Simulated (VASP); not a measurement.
# PtC18 in VASP: single point with PBE

Aim: the single point of PtC18 with PBE.

Everything below comes from runs of VASP 6.6.1. Logs are shortened: lines on timing, memory, paths and dates and some standing lists are left out, and cuts for length are marked.

## (1) The cell of the first run

The cell holds a slab with vacuum, 19 atoms: a = 7.398 Å, b = 7.398 Å, c = 12.000 Å, α = 90.00°, β = 90.00°, γ = 120.00°.

## (2) Single point, PBE

File INCAR:

```
SYSTEM = PtC18
PREC = Accurate
ENCUT = 520
EDIFF = 1E-6
ISMEAR = 0
SIGMA = 0.02
LREAL = Auto
LASPH = .True.
NELM = 60
ALGO = Normal
ISIF = 2
LWAVE = .False.
LCHARG = .False.
GGA = PE
NBANDS = 56
```

File KPOINTS:

```
Automatic mesh
0
Gamma
  2 2 1
  0 0 0
```

File POSCAR:

```
PtC18
1.0
    7.3980000000      0.0000000000      0.0000000000
   -3.6990000000      6.4068560000      0.0000000000
    0.0000000000      0.0000000000     12.0000000000
C Pt
18 1
Direct
   -0.0016555471     -0.0051177988      0.0812396667
    0.2205823086      0.1061256879      0.0820173333
   -0.0014434626      0.3260379194      0.0876907500
    0.2206321673      0.4397852863      0.0840975000
   -0.0013848446      0.6638266882      0.0953815833
    0.2229163042      0.7747790804      0.0876725833
    0.3310329603     -0.0060589781      0.0825152500
    0.5538658226      0.1059338621      0.0812631667
    0.3308419410      0.3275249202      0.0806035833
    0.5524041703      0.4397323742      0.0785102500
    0.3312585067      0.6610349913      0.0840987500
    0.5537250805      0.7732966060      0.0806142500
    0.6648683148     -0.0053033813      0.0820281667
    0.8875014584      0.1068790995      0.0825175000
    0.6612361658      0.3253233723      0.0830485000
    0.8852061006      0.4370015496      0.0954124167
    0.6630927404      0.6610938345      0.0785115833
    0.8863280743      0.7754979978      0.0830033333
    0.8561020586      0.5501935739      0.2547731667
```

Potentials or basis: VASP PAW PBE potentials, release 64 (C, Pt).

Launch:

```
cat potpaw_PBE.64/C/POTCAR potpaw_PBE.64/Pt/POTCAR > POTCAR
mpirun -np 1 vasp_std > vasp.out
```

OUTCAR:

```text
SYSTEM = PtC18
   PREC = Accurate
   ENCUT = 520
   EDIFF = 1E-6
   ISMEAR = 0
   LREAL = Auto
   LASPH = .True.
   NELM = 60
   ISIF = 2
   GGA = PE

 ion  position               nearest neighbor table
   1  0.998  0.995  0.081-  18 1.41   2 1.42  14 1.43
   2  0.221  0.106  0.082-   9 1.42   1 1.42   7 1.43
   3  0.999  0.326  0.088-  14 1.41   4 1.42  16 1.44
   4  0.221  0.440  0.084-  11 1.42   3 1.42   9 1.43
   5  0.999  0.664  0.095-   6 1.44  18 1.44  16 1.45  19 2.14
   6  0.223  0.775  0.088-   7 1.41  11 1.42   5 1.44
   7  0.331  0.994  0.083-   6 1.41   2 1.43   8 1.43
   8  0.554  0.106  0.081-  15 1.41  13 1.42   7 1.43
   9  0.331  0.328  0.081-   2 1.42  10 1.42   4 1.43
  10  0.552  0.440  0.079-  17 1.42   9 1.42  15 1.43
  11  0.331  0.661  0.084-   4 1.42   6 1.42  12 1.43
  12  0.554  0.773  0.081-  13 1.42  17 1.42  11 1.43
  13  0.665  0.995  0.082-  12 1.42   8 1.42  14 1.43
  14  0.888  0.107  0.083-   3 1.41  13 1.43   1 1.43
  15  0.661  0.325  0.083-   8 1.41  10 1.43  16 1.44  19 2.59
  16  0.885  0.437  0.095-   3 1.44  15 1.44   5 1.45  19 2.14
  17  0.663  0.661  0.079-  10 1.42  12 1.42  18 1.43
  18  0.886  0.775  0.083-   1 1.41  17 1.43   5 1.44  19 2.59
  19  0.856  0.550  0.255-  16 2.14   5 2.14  15 2.59  18 2.59

  LATTYP: Found a hexagonal cell.
 ALAT       =     7.3980000000
 C/A-ratio  =     1.6220600162

  Lattice vectors:

 A1 = (   7.3980000000,   0.0000000000,   0.0000000000)
 A2 = (  -3.6990000000,   6.4068560000,   0.0000000000)
 A3 = (   0.0000000000,   0.0000000000,  12.0000000000)

Analysis of symmetry for initial positions (statically):
=====================================================================
 Subroutine PRICEL returns:
 Original cell was already a primitive cell.

 Routine SETGRP: Setting up the symmetry group for a
 hexagonal supercell.

 Subroutine GETGRP returns: Found  1 space group operations
 (whereof  1 operations were pure point group operations)
 out of a pool of 24 trial point group operations.

The static configuration has the point symmetry C_1 .

Analysis of symmetry for dynamics (positions and initial velocities):
=====================================================================
 Subroutine PRICEL returns:
 Original cell was already a primitive cell.

 Routine SETGRP: Setting up the symmetry group for a
 hexagonal supercell.

 Subroutine GETGRP returns: Found  1 space group operations
 (whereof  1 operations were pure point group operations)
 out of a pool of 24 trial point group operations.

The dynamic configuration has the point symmetry C_1 .

 Subroutine INISYM returns: Found  1 space group operations
 (whereof  1 operations are pure point group operations),
 and found     1 'primitive' translations

----------------------------------------------------------------------------------------

                                     Primitive cell

  volume of cell :     568.7750

  direct lattice vectors                    reciprocal lattice vectors
     7.398000000  0.000000000  0.000000000     0.135171668  0.078041398  0.000000000
    -3.699000000  6.406856000  0.000000000     0.000000000  0.156082796  0.000000000
     0.000000000  0.000000000 12.000000000     0.000000000  0.000000000  0.083333333

  length of vectors
     7.398000000  7.398000054 12.000000000     0.156082797  0.156082796  0.083333333

  position of ions in fractional coordinates (direct lattice)
     0.998344453  0.994882201  0.081239667
     0.220582309  0.106125688  0.082017333
     0.998556537  0.326037919  0.087690750
     0.220632167  0.439785286  0.084097500
     0.998615155  0.663826688  0.095381583
     0.222916304  0.774779080  0.087672583
[... 11 lines left out ...]
     0.886328074  0.775497998  0.083003333
     0.856102059  0.550193574  0.254773167

  ion indices of the primitive-cell ions
   primitive index   ion index
                 1           1
                 2           2
                 3           3
                 4           4
                 5           5
                 6           6
[... 11 lines left out ...]
                18          18
                19          19

----------------------------------------------------------------------------------------

 KPOINTS: Automatic mesh

Automatic generation of k-mesh.
 Grid dimensions read from file:
 generate k-points for:    2    2    1

 Generating k-lattice:

  Cartesian coordinates                     Fractional coordinates (reciprocal lattice)
     0.067585834  0.039020699  0.000000000     0.500000000  0.000000000  0.000000000
     0.000000000  0.078041398  0.000000000     0.000000000  0.500000000  0.000000000
     0.000000000  0.000000000  0.083333333     0.000000000  0.000000000  1.000000000

  Length of vectors
     0.078041399  0.078041398  0.083333333

  Shift w.r.t. Gamma in fractional coordinates (k-lattice)
     0.000000000  0.000000000  0.000000000

 Subroutine IBZKPT returns following result:
 ===========================================

 Found      4 irreducible k-points:

 Following reciprocal coordinates:
            Coordinates               Weight
  0.000000  0.000000  0.000000      1.000000
  0.500000  0.000000  0.000000      1.000000
  0.000000  0.500000  0.000000      1.000000
  0.500000  0.500000  0.000000      1.000000
   k-points           NKPTS =      4   k-points in BZ     NKDIM =      4   number of bands    NBANDS=     56
   number of dos      NEDOS =    301   number of ions     NIONS =     19
   total plane-waves  NPLWV = 282240
   dimension x,y,z NGX =    56 NGY =   56 NGZ =   90
   dimension x,y,z NGXF=   112 NGYF=  112 NGZF=  180
   ions per type =              18   1
   NGX,Y,Z   is equivalent  to a cutoff of  12.58, 12.58, 12.47 a.u.
   NGXF,Y,Z  is equivalent  to a cutoff of  25.17, 25.17, 24.94 a.u.
 SYSTEM =  PtC18
   PREC   = accura    normal or accurate (medium, high low for compatibility)
   ISTART =      0    job   : 0-new  1-cont  2-samecut
   ICHARG =      2    charge: 1-file 2-atom 10-const
   ISPIN  =      1    spin polarized calculation?
   LNONCOLLINEAR =      F non collinear calculations
   LSORBIT =      F    spin-orbit coupling
   LASPH  =      T    aspherical Exc in radial PAW
   ENCUT  =  520.0 eV  38.22 Ry    6.18 a.u.  13.76 13.76 22.31*2*pi/ulx,y,z
   NELM   =     60;   NELMIN=  2; NELMDL= -5     # of ELM steps
   EDIFF  = 0.1E-05   stopping-criterion for ELM
   LREAL  =      T    real-space projection
   EDIFFG = 0.1E-04   stopping-criterion for IOM
   NSW    =      0    number of steps for IOM
   IBRION =     -1    ionic relax: 0-MD 1-quasi-New 2-CG
   NFREE  =      0    steps in history (QN), initial steepest desc. (CG)
   ISIF   =      2    stress and relaxation
   ISYM   =      2    0-nonsym 1-usesym 2-fastsym
   POTIM  = 0.5000    time-step for ionic-motion
   TEBEG  =    0.0;   TEEND  =   0.0 temperature during run
   PSTRESS=    0.0 pullay stress
   NELECT =      82.0000    total number of electrons
   NUPDOWN=      -1.0000    fix difference up-down
   EMIN   =  10.00;   EMAX   =-10.00  energy-range for DOS
   EFERMI =   0.00;   METHOD = LEGACY
   ISMEAR =     0;   SIGMA  =   0.02  broadening in eV -4-tet -1-fermi 0-gaus
   EFERMI_NEDOS =   21; number of points for ismear=-14 and -15
   IALGO  =     38    algorithm
   IMIX   =      4    mixing-type and parameters
     AMIX     =   0.40;   BMIX     =  1.00
     AMIX_MAG =   1.60;   BMIX_MAG =  1.00
  volume/ion in A,a.u.               =      29.94       202.01
  Fermi-wavevector in a.u.,A,eV,Ry     =   0.858419  1.622176 10.025902  0.736883
  Thomas-Fermi vector in A             =   1.975621
   LORBIT       =      0    0 simple, 1 ext, 2 COOP (PROOUT), +10 PAW based schemes
   GGA     = PE    functional components
   LHFCALC =     F    Hartree Fock is set to
   AEXX    =    0.0000 exact exchange contribution
   IVDW    =     0    specifies the selected vdW correction
   LEPSILON=     F    determine dielectric tensor
   LRPA    =     F    only Hartree local field effects (RPA)
 non-spin polarized calculation
 Gauss-broadening in eV      SIGMA  =   0.02
  energy-cutoff  :      520.00
  volume of cell :      568.78
 maximum number of plane-waves:     15363
 NGX is ok and might be reduce to    56
   NGX = 27   NGY = 27   NGZ = 45

 number of electron      82.0000002 magnetization

 Free energy of the ion-electron system (eV)
  ---------------------------------------------------
  ext. energy  EPLUGINS =         0.00000000
  ---------------------------------------------------
  free energy    TOTEN  =      -167.67914165 eV

  energy without entropy =     -167.67914165  energy(sigma->0) =     -167.67914165

 E-fermi :  -1.1975     XC(G=0):  -4.2119

 val. band max:       -1.3310569301   @ k =   0.0000   0.0000   0.0000
 cond. band min:      -1.0836366071   @ k =   0.0000   0.0000   0.0000
 fundamental gap:      0.2474203231
 Fermi energy:        -1.1974904205

 k-point     1 :       0.0000    0.0000    0.0000
  band No.  band energies     occupation
      1     -20.9944      2.00000
      2     -18.6552      2.00000
      3     -18.4544      2.00000
      4     -18.3690      2.00000
      5     -18.3344      2.00000
      6     -18.2985      2.00000
[... 45 lines left out ...]
     52       3.6603      0.00000
     53       3.8434      0.00000

 k-point     2 :       0.5000    0.0000    0.0000
  band No.  band energies     occupation
      1     -20.4297      2.00000
      2     -20.2494      2.00000
      3     -19.0611      2.00000
      4     -19.0115      2.00000
      5     -16.6842      2.00000
      6     -16.5604      2.00000
[... 45 lines left out ...]
     52       3.8538      0.00000
     53       4.2577      0.00000

 k-point     3 :       0.0000    0.5000    0.0000
  band No.  band energies     occupation
      1     -20.4186      2.00000
      2     -20.2652      2.00000
      3     -19.0787      2.00000
      4     -18.9848      2.00000
      5     -16.6498      2.00000
      6     -16.5997      2.00000
[... 45 lines left out ...]
     52       3.9000      0.00000
     53       4.2700      0.00000

 k-point     4 :       0.5000    0.5000    0.0000
  band No.  band energies     occupation
      1     -20.4297      2.00000
      2     -20.2493      2.00000
      3     -19.0610      2.00000
      4     -19.0116      2.00000
      5     -16.6842      2.00000
      6     -16.5604      2.00000
[... 45 lines left out ...]
     52       3.8537      0.00000
     53       4.2576      0.00000
 [bands above 53 left out]

------------------------ aborting loop because EDIFF is reached ----------------------------------------

  FORCE on cell =-STRESS in cart. coord.  units (eV):
  Direction    XX          YY          ZZ          XY          YZ          ZX
  --------------------------------------------------------------------------------------
  -------------------------------------------------------------------------------------
  Total        7.3101836      1.9284606      0.3666720     -0.0197715     -0.0086444      1.8747592
  in kB       20.5919906      5.4322633      1.0328752     -0.0556940     -0.0243504      5.2809925
  external PRESSURE =       9.0190430 kB  Pullay stress =       0.0000000 kB

 VOLUME and BASIS-vectors are now :
 -----------------------------------------------------------------------------
  energy-cutoff  :      520.00
  volume of cell :      568.78
      direct lattice vectors                 reciprocal lattice vectors
     7.398000000  0.000000000  0.000000000     0.135171668  0.078041398  0.000000000
    -3.699000000  6.406856000  0.000000000     0.000000000  0.156082796  0.000000000
     0.000000000  0.000000000 12.000000000     0.000000000  0.000000000  0.083333333

 POSITION                                       TOTAL-FORCE (eV/Angst)
 -----------------------------------------------------------------------------------
      3.70568      6.37407      0.97488        -0.046555      0.007549     -0.007529
      1.23931      0.67993      0.98421        -0.054947      0.004663     -0.010043
      6.18131      2.08888      1.05229        -0.035980     -0.018079      0.038358
      0.00547      2.81764      1.00917        -0.045521     -0.004065     -0.017411
      4.93226      4.25304      1.14458        -0.054306      0.026019      0.119827
     -1.21677      4.96390      1.05207        -0.040300      0.014795      0.039736
[... 11 lines left out ...]
      3.68849      4.96850      0.99604        -0.069985     -0.006422     -0.009150
      4.29828      3.52501      3.05728         0.911855     -0.002710      0.207417
 -----------------------------------------------------------------------------------
    total drift:                                0.003067      0.000789      0.015274

  FREE ENERGIE OF THE ION-ELECTRON SYSTEM (eV)
  ---------------------------------------------------
  free  energy   TOTEN  =      -167.6791416504 eV

  energy  without entropy=     -167.6791416504  energy(sigma->0) =     -167.67914165
```

Run time: 4.2 min. Hardware: 1 thread of AMD EPYC 7R43 (Zen 3), shared host; peak memory 0.55 GiB.

Results:

* Free energy: -167.6791 eV
* Largest force: 0.935 eV/Å
* Band gap on the k mesh: 0.25 eV

Forces in eV/Å, atoms in the order of the input:
```
C   -0.047  0.008 -0.008
C   -0.055  0.005 -0.010
C   -0.036 -0.018  0.038
C   -0.046 -0.004 -0.017
C   -0.054  0.026  0.120
C   -0.040  0.015  0.040
C   -0.038 -0.013 -0.010
C   -0.047 -0.006 -0.006
C   -0.052  0.011 -0.068
C   -0.053  0.014 -0.145
C   -0.048 -0.002 -0.016
C   -0.048 -0.010 -0.071
C   -0.059  0.006 -0.012
C   -0.034  0.016 -0.005
C   -0.065  0.003 -0.009
C   -0.068 -0.025  0.122
C   -0.052 -0.014 -0.142
C   -0.070 -0.006 -0.009
Pt   0.912 -0.003  0.207
```

Caveat: the k points lie up to 0.49 Å⁻¹ apart; spin-orbit coupling is left out, which moves the levels of the heavy elements.
